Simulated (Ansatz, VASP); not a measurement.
## One calculation of O, two programs

File INCAR:

```
PREC = Accurate ; ENCUT = 520
EDIFF = 1E-6 ; ISMEAR = -1
SIGMA = 0.05 ; LREAL = F
LASPH = T ; NELM = 150
ALGO = Normal ; ISIF = 2
LWAVE = F ; LCHARG = F
ISPIN = 2 ; MAGMOM = 0.6 -0.6 -0.6 0.6
LORBIT = 11 ; GGA = PE
NBANDS = 24
```

The input KPOINTS:

```
Automatic mesh
0
Gamma
  6 8 5
```

Contents of POSCAR:

```
O
1.0
   -2.3944914034      0.0000000000      3.6470501824
    0.0000000000     -3.3248318800      0.0000000000
    3.3083143032      0.0000000000      3.6470501824
O
4
Direct
    0.1301201900      0.0000000000      0.0254538300
    0.6301201900      0.5000000000      0.5254538300
    0.8698798100      0.0000000000      0.9745461700
    0.3698798100      0.5000000000      0.4745461700
```

Input for Ansatz:

```yaml
crystal:
  lattice:
    - [-2.3944914034, 0.0, 3.6470501824]
    - [0.0, -3.32483188, 0.0]
    - [3.3083143032, 0.0, 3.6470501824]
  atoms:
    - { symbol: O, position: [0.13012019, 0.0, 0.02545383], spin: 0.6 }
    - { symbol: O, position: [0.63012019, 0.5, 0.52545383], spin: -0.6 }
    - { symbol: O, position: [0.86987981, 0.0, 0.97454617], spin: -0.6 }
    - { symbol: O, position: [0.36987981, 0.5, 0.47454617], spin: 0.6 }
magnetization:
  spin_polarized: true
kpoints:
  mp_grid: { grid: [6, 8, 5] }
scf:
  occupations: { method: fermi_dirac, width: 0.05 }
  lower_state_search: "off"
hamiltonian:
  xc: pbe
  pseudopotentials: { kind: all_electron, lapw: { basis_error: 0.001 } }
output:
  forces: true
  stress: true
  eigenvalues: true
  populations: true
```

Alike in both runs: task single point; functional PBE; k mesh 6 × 8 × 5; occupations fermi-dirac, width 0.05 eV; collinear spin.

|  | VASP | Ansatz |
| --- | --- | --- |
| version | VASP 6.6.1 | Ansatz 0.2.0 |
| potentials or method | VASP PAW PBE potentials, release 64 (O), cutoff 520 eV | all-electron LAPW, scalar-relativistic |

Ansatz gave:

| Quantity | Value |
| --- | --- |
| pressure (GPa) | -2.1 |
| traceless stress, the component that is largest in VASP (GPa) | -0.85 |
| rms of the force components (eV/Å) | 0.201 |
| net moment per atom (μB) | 0.00 |

Problem. What did VASP give for the same quantities?

Solution. Pressure (GPa): -0.2; traceless stress, the component that is largest in VASP (GPa): -2.99; rms of the force components (eV/Å): 0.494; net moment per atom (μB): 0.00.

Atom by atom the forces differ by 0.662 eV/Å (rms over components). Ansatz ran all-electron here, and VASP with PAW potentials. Ansatz's warnings: seeded moment not kept.

Noted on VASP's run: the standard files for N, O and F lose accuracy on very short bonds.
